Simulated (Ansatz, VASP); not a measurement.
Bi2Te3: VASP beside Ansatz

```
Bi Te
1.0
     2.13584    1.20434   10.14837
    -2.25016    1.22627   10.17030
    -0.03817   -2.58309   10.17833
Bi Te
2 3
Direct
  0.40000 0.40000 0.40000
  0.60000 0.60000 0.60000
  0.00000 0.00000 0.00000
  0.20950 0.20950 0.20950
  0.79050 0.79050 0.79050
```

Change from the starting cell: equal xy, yz and zx shear strains of -1 %, crystal datasets.

Alike in both runs: task electric field gradients; functional PBE; k mesh 7 × 7 × 7; occupations fermi-dirac, width 0.08 eV; no spin polarisation.

```csv
,VASP,Ansatz
version,VASP 6.6.1,Ansatz 0.2.0
potentials or method,"VASP PAW PBE potentials, release 64 (Bi_d, Te), cutoff 520 eV","all-electron PAW with datasets made for the crystal, scalar-relativistic"
```

VASP gave:

* pressure (GPa): 1.9
* traceless stress, the component that is largest in VASP (GPa): 0.56
* rms of the force components (eV/Å): 0.033
* size of Vzz on the site where it differs most (V/Å²): 94.5

Question: Which values does Ansatz return?

Answer: Pressure (GPa): 1.9; traceless stress, the component that is largest in VASP (GPa): 0.56; rms of the force components (eV/Å): 0.036; size of Vzz on the site where it differs most (V/Å²): 98.8.

Atom by atom the forces differ by 0.005 eV/Å (rms over components). Ansatz ran all-electron here, and VASP with PAW potentials.

Spin-orbit coupling is off throughout.
